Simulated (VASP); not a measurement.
## Pb: relaxation of cell and atoms with PBE

Crystal: Pb.

```
Pb
1.0
     3.50021    0.00000    0.00000
     1.75010    3.03127    0.00000
     1.75010    1.01042    2.85791
Pb
1
Direct
  0.00000 0.00000 0.00000
```

```
Program                : VASP 6.6.1
Task                   : relaxation of cell and atoms
Functional             : PBE
Potentials or basis    : VASP PAW PBE potentials, release 64 (Pb_d)
Cutoff                 : 600 eV
k mesh                 : 6 × 6 × 6
Occupations            : fermi-dirac, width 0.05 eV
Spin                   : no spin polarisation
Dipole correction      : no
Further INCAR settings : ALGO = Normal; EDIFF = 1e-06; IBRION = 2; EDIFFG = -0.01; NSW = 80; ISIF = 3
```

```yaml
Relaxed_volume: 32.70 Å³/atom
Relaxed_cell: a = 3.589 Å, b = 3.589 Å, c = 3.589 Å, α = 60.00°, β = 60.00°, γ = 60.00°
Space_group_after_relaxing_to_0.05_Å: Fm-3m (No. 225)
Energy_gained_by_relaxing: 22.9 meV/atom
Ionic_steps: 3
Pressure_after_relaxing: 0.0 GPa
Band_gap_on_the_k_mesh: zero (band 7 reaches 13.31 eV, above the bottom of band 8 at 5.09 eV)
```

Step by step:
| step | energy change (eV) | largest force (eV/Å) | pressure (GPa) | volume (Å³) |
| --- | --- | --- | --- | --- |
| 1 | 0.0000 | 0.0000 | 3.33 | 30.32 |
| 2 | -0.0222 | 0.0000 | -0.50 | 33.18 |
| 3 | -0.0229 | 0.0000 | 0.03 | 32.70 |

Final structure:
```yaml
crystal:
  lattice:
    - [3.58921, 0.00000, 0.00000]
    - [1.79461, 3.10835, 0.00000]
    - [1.79461, 1.03612, 2.93058]
  atoms:
    - { symbol: Pb, position: [0.00000, 0.00000, 0.00000] }
```

Levels at points of the mesh, in eV from the Fermi level:
| k point | band 4 | band 5 | band 6 | band 7 | band 8 | band 9 | band 10 | band 11 |
| --- | --- | --- | --- | --- | --- | --- | --- | --- |
| (0.00, 0.00, 0.00) | -16.98 | -16.98 | -11.34 | 6.76 | 6.76 | 6.76 | 9.62 | 10.33 |
| (0.50, 0.00, 0.00) | -16.87 | -16.87 | -8.14 | -3.92 | 5.10 | 5.10 | 8.74 | 9.11 |
| (0.50, 0.50, 0.00) | -16.84 | -16.84 | -6.90 | -3.06 | 1.89 | 1.89 | 5.10 | 6.34 |

Wall time 22 s on 1 thread of Intel(R) Xeon(R) Platinum 8375C CPU @ 2.90GHz (Ice Lake) (shared host), peak memory 0.16 GiB.

Caveat: the k points lie up to 0.36 Å⁻¹ apart in the final cell; spin-orbit coupling is left out, which moves the levels of the heavy elements. PBE usually gives volumes a little too large and moduli too small.
